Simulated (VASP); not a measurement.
MgB: relaxation of cell and atoms with r2SCAN

MgB:

```
CELL_PARAMETERS angstrom
2.89515 0.00000 0.00000
0.00000 2.89515 0.00000
0.00000 0.00000 2.89515
ATOMIC_POSITIONS crystal
Mg 0.00000 0.00000 0.00000
B 0.50000 0.50000 0.50000
```

* Program: VASP 6.6.1
* Task: relaxation of cell and atoms
* Functional: r2SCAN
* Potentials or basis: VASP PAW PBE potentials, release 64 (Mg, B)
* Cutoff: 600 eV
* k mesh: 9 × 9 × 9
* Occupations: fermi-dirac, width 0.05 eV
* Spin: no spin polarisation
* Target pressure: 10 GPa
* Dipole correction: no
* Further INCAR settings: ALGO = Normal; EDIFF = 1e-06; IBRION = 2; EDIFFG = -0.01; NSW = 60; ISIF = 3

| Property | Result |
| --- | --- |
| Relaxed volume | 10.89 Å³/atom |
| Relaxed cell | a = 2.793 Å, b = 2.793 Å, c = 2.793 Å, α = 90.00°, β = 90.00°, γ = 90.00° |
| Space group after relaxing (to 0.1 Å) | Pm-3m (No. 221) |
| Energy change on relaxing (the run minimises the enthalpy) | +30.1 meV/atom |
| Ionic steps | 3 |
| Pressure after relaxing | 10.1 GPa |
| Band gap on the k mesh | zero (an odd number of electrons rules out a gap without spin polarisation) |

Step by step:
```
step  energy change (eV)  largest force (eV/Å)  pressure (GPa)  volume (Å³)
   1              0.0000                0.0000           -1.24        24.27
   2              0.0869                0.0000           12.39        21.40
   3              0.0602                0.0000           10.06        21.78
```

Final structure:
```yaml
crystal:
  lattice:
    - [2.79266, 0.00000, 0.00000]
    - [0.00000, 2.79266, 0.00000]
    - [0.00000, 0.00000, 2.79266]
  atoms:
    - { symbol: Mg, position: [0.00000, 0.00000, 0.00000] }
    - { symbol: B, position: [0.50000, 0.50000, 0.50000] }
```

Levels at points of the mesh, in eV from the Fermi level:
| k point | band 1 | band 2 | band 3 | band 4 | band 5 |
| --- | --- | --- | --- | --- | --- |
| (0.00, 0.00, 0.00) | -12.36 | 2.80 | 2.80 | 2.80 | 7.39 |

It took 64 s on 1 thread of Intel Xeon 8259CL, on a shared host, peak memory 0.15 GiB.

Caveat: the cell is relaxed towards a set pressure, so the run minimises the enthalpy, not the energy; the PAW data sets were made with another functional, which shifts forces and pressure a little.
